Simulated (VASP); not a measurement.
A run of VASP 6.6.1 is set up as follows.

INCAR

```
SYSTEM = Na2B3
PREC = Accurate ; ENCUT = 600
EDIFF = 1E-7 ; ISMEAR = 0
SIGMA = 0.1 ; LREAL = .FALSE.
LASPH = .TRUE. ; NELM = 100
ALGO = Normal ; ISIF = 3
LWAVE = .FALSE. ; LCHARG = .FALSE.
GGA = PE ; IBRION = 2
NSW = 100 ; EDIFFG = -0.01
```

File KPOINTS:

```
regular mesh
0
G
  10 10 6
  0 0 0
```

The input POSCAR:

```
Na2B3
1.0
    3.7743204485      0.0000000000      0.0000000000
    0.0000000000      3.7743204485      0.0000000000
    0.0000000000      0.0000000000      6.5656160608
Na B
2 3
Direct
    0.0000000000      0.0000000000      0.5000000000
    0.5000000000      0.5000000000      0.0000000000
    0.0000000000      0.0000000000      0.1204864120
    0.0000000000      0.0000000000      0.8795135880
    0.5000000000      0.5000000000      0.5000000000
```

Potentials or basis: VASP PAW PBE potentials, release 64 (Na_pv, B).

The run is started by

```console
$ cat potpaw_PBE.64/Na_pv/POTCAR potpaw_PBE.64/B/POTCAR > POTCAR
$ mpirun -np 1 vasp_std > vasp.out
```

Problem. What does it give for the relaxed volume?

Solution. 18.75 Å³/atom.

Problem. Predict the band gap on the k mesh.

Solution. Zero (an odd number of electrons rules out a gap without spin polarisation).

Problem. Estimate the relaxed cell.

Solution. a = 3.761 Å, b = 3.761 Å, c = 6.630 Å, α = 90.00°, β = 90.00°, γ = 90.00°.

Forces on the atoms (eV/Å):
```
Na   0.000  0.000  0.000
Na   0.000  0.000  0.000
B    0.000  0.000 -0.009
B    0.000  0.000  0.009
B    0.000  0.000  0.000
```
